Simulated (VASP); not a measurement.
**Ba: relaxation of cell and atoms with r2SCAN**

Crystal: Ba.

```
Ba
1.0
     5.87175    0.00000    0.00000
    -2.93587    5.08508    0.00000
     0.00000    0.00000    6.66170
Ba
3
Direct
  0.22540 0.00000 0.33333
  0.00000 0.22540 0.66667
  0.77460 0.77460 0.00000
```

```json
{
 "Program": "VASP 6.6.1",
 "Task": "relaxation of cell and atoms",
 "Functional": "r2SCAN",
 "Potentials or basis": "VASP PAW PBE potentials, release 64 (Ba_sv)",
 "Cutoff": "600 eV",
 "k mesh": "3 × 3 × 4",
 "Occupations": "gaussian, width 0.1 eV",
 "Spin": "no spin polarisation",
 "Dipole correction": "no",
 "Further INCAR settings": "ALGO = Normal; EDIFF = 1e-07; IBRION = 2; EDIFFG = -0.04; NSW = 90; ISIF = 3"
}
```

```json
{
  "Relaxed volume": "60.81 Å³/atom",
  "Relaxed cell": "a = 4.321 Å, b = 4.321 Å, c = 11.283 Å, α = 90.00°, β = 90.00°, γ = 120.00°",
  "Space group after relaxing (to 0.1 Å)": "P3_121 (No. 152)",
  "Energy gained by relaxing": "671.6 meV/atom",
  "Ionic steps": "13",
  "Pressure after relaxing": "0.0 GPa",
  "Largest force after relaxing": "0.013 eV/Å",
  "Band gap on the k mesh": "zero (bands 15 and 16 overlap by 0.24 eV)"
}
```

Forces on the atoms (eV/Å):
```
Ba  -0.013  0.000  0.000
Ba   0.006 -0.011  0.000
Ba   0.006  0.011  0.000
```

The path:
```csv
step,energy change (eV),largest force (eV/Å),pressure (GPa),volume (Å³)
1,0.0000,1.7908,0.19,198.91
2,-0.4828,1.2933,-0.49,201.05
3,-1.1609,0.5934,-0.78,204.83
4,-1.5704,0.0782,-0.54,207.28
5,-1.5782,0.1078,-0.49,207.18
6,-1.5903,0.1429,-0.38,206.80
7,-1.6474,0.1355,-0.18,205.36
8,-1.8363,0.0260,-0.25,199.99
9,-1.8523,0.0058,0.45,180.70
10,-2.0029,0.0164,-0.30,191.53
11,-1.9989,0.0086,-0.35,193.12
12,-2.0080,0.0154,0.25,176.00
13,-2.0147,0.0129,-0.01,182.43
```

Final structure:
```yaml
crystal:
  lattice:
    - [4.32092, 0.00000, 0.00000]
    - [-2.16046, 3.74203, 0.00000]
    - [0.00000, 0.00000, 11.28258]
  atoms:
    - { symbol: Ba, position: [0.51602, 0.00000, 0.33333] }
    - { symbol: Ba, position: [0.00000, 0.51602, 0.66667] }
    - { symbol: Ba, position: [0.48398, 0.48398, 0.00000] }
```

Levels at points of the mesh, in eV from the Fermi level:
| k point | band 11 | band 12 | band 13 | band 14 | band 15 | band 16 | band 17 | band 18 | band 19 |
| --- | --- | --- | --- | --- | --- | --- | --- | --- | --- |
| (0.00, 0.00, 0.00) | -14.52 | -14.51 | -2.96 | -1.50 | -1.50 | 0.74 | 0.74 | 1.39 | 1.96 |
| (0.00, 0.00, 0.50) | -14.52 | -14.51 | -2.50 | -2.50 | -1.00 | 0.75 | 1.06 | 1.06 | 1.99 |

Run time: 25 min on 1 thread of Intel(R) Xeon(R) 6975P-C (Granite Rapids), with other jobs on the host, peak memory 0.45 GiB.

Caveat: the k points lie up to 0.56 Å⁻¹ apart in the final cell; a cell axis changed by over 15 % at a fixed basis, so the end point is rough; the PAW data sets were made with another functional, which shifts forces and pressure a little; spin-orbit coupling is left out, which moves the levels of the heavy elements.
